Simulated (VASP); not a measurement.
A run of VASP 6.6.1 is set up as follows.

The input INCAR:

```
SYSTEM = Sc
  PREC = Accurate
  ENCUT = 520
  EDIFF = 1E-7
  ISMEAR = -1
  SIGMA = 0.1
  LREAL = .False.
  LASPH = .True.
  NELM = 100
  ALGO = Normal
  ISIF = 2
  LWAVE = .False.
  LCHARG = .False.
  GGA = RP
  NBANDS = 30
```

The input KPOINTS:

```
Automatic mesh
0
Gamma
  12 12 4
  0 0 0
```

The input POSCAR:

```
Sc
1.0
    3.2932973894      0.0000000000      0.0000000000
   -1.6466486947      2.8520792015      0.0000000000
    0.0000000000      0.0000000000     10.5236259866
Sc
4
Direct
    1.0000000000      1.0000000000      0.0000000000
    1.0000000000      1.0000000000      0.5000000000
    0.3333333333      0.6666666667      0.2500000000
    0.6666666667      0.3333333333      0.7500000000
```

Potentials or basis: VASP PAW PBE potentials, release 64 (Sc_sv).

Run with:

```sh
$ cat potpaw_PBE.64/Sc_sv/POTCAR > POTCAR
$ mpirun -np 1 vasp_std > vasp.out
```

Q: Estimate the band gap on the k mesh.

A: Zero (bands 22 and 23 overlap by 1.17 eV).

Q: Estimate the pressure.

A: 2.2 GPa.

Caveat: the PAW data sets were made with another functional, which shifts forces and pressure a little.
